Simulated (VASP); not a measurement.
Wanted: the native input for a VASP 6.6.1 run.

```yaml
Task: single point
Functional: r2SCAN
Potentials_or_basis: VASP PAW PBE potentials, release 64 (Na_pv, I)
Cutoff: 520 eV
k_mesh: 6 × 6 × 6
Occupations: gaussian, width 0.05 eV
Spin: no spin polarisation
Dipole_correction: no
Further_INCAR_settings: ALGO = Normal; EDIFF = 1e-07; NBANDS = 14
```

Crystal: NaI.

```
CELL_PARAMETERS angstrom
0.00000 3.23640 3.23640
3.23640 0.00000 3.23640
3.23640 3.23640 0.00000
ATOMIC_POSITIONS crystal
Na 0.02317 0.97683 0.93048
I 0.50000 0.50000 0.50000
```

This cell differs from its parent crystal: atom 1 (Na) moved by (-0.300, -0.150) A along x and y.

The input as run:

POSCAR

```
NaI
1.0
    0.0000000000      3.2364000000      3.2364000000
    3.2364000000      0.0000000000      3.2364000000
    3.2364000000      3.2364000000      0.0000000000
Na I
1 1
Direct
    0.0231738969     -0.0231738969     -0.0695216908
    0.5000000000      0.5000000000      0.5000000000
```

INCAR.step1

```
PREC = Accurate
ENCUT = 520
ISMEAR = 0
SIGMA = 0.05
LREAL = F
LASPH = T
NELM = 100
NBANDS = 14
GGA = PE
ALGO = Normal
EDIFF = 1E-4
LWAVE = T
LCHARG = F
```

INCAR.step2

```
PREC = Accurate
ENCUT = 520
EDIFF = 1E-7
ISMEAR = 0
SIGMA = 0.05
LREAL = F
LASPH = T
NELM = 100
ALGO = Normal
ISIF = 2
LWAVE = F
LCHARG = F
METAGGA = R2SCAN
LMIXTAU = T
NBANDS = 14
ISTART = 1
```

KPOINTS

```
regular mesh
0
Gamma
  6 6 6
```

Potentials or basis: VASP PAW PBE potentials, release 64 (Na_pv, I).

Command:

```sh
$ cat potpaw_PBE.64/Na_pv/POTCAR potpaw_PBE.64/I/POTCAR > POTCAR
$ cp INCAR.step1 INCAR
$ mpirun -np 1 vasp_std > vasp.out
$ cp INCAR.step2 INCAR
$ mpirun -np 1 vasp_std > vasp.out
```

It gave:

| Quantity | Value |
| --- | --- |
| Pressure | 0.5 GPa |
| Largest force | 0.394 eV/Å |
| Band gap on the k mesh | 4.45 eV, direct |

Caveat: the cell differs from its parent crystal (atom 1 (Na) moved by (-0.300, -0.150) A along x and y); the PAW data sets were made with another functional, which shifts forces and pressure a little; spin-orbit coupling is left out, which moves the levels of the heavy elements.

Run time: 2 min on 1 thread of Intel(R) Xeon(R) 6975P-C (Granite Rapids) (shared host), peak memory 0.24 GiB.
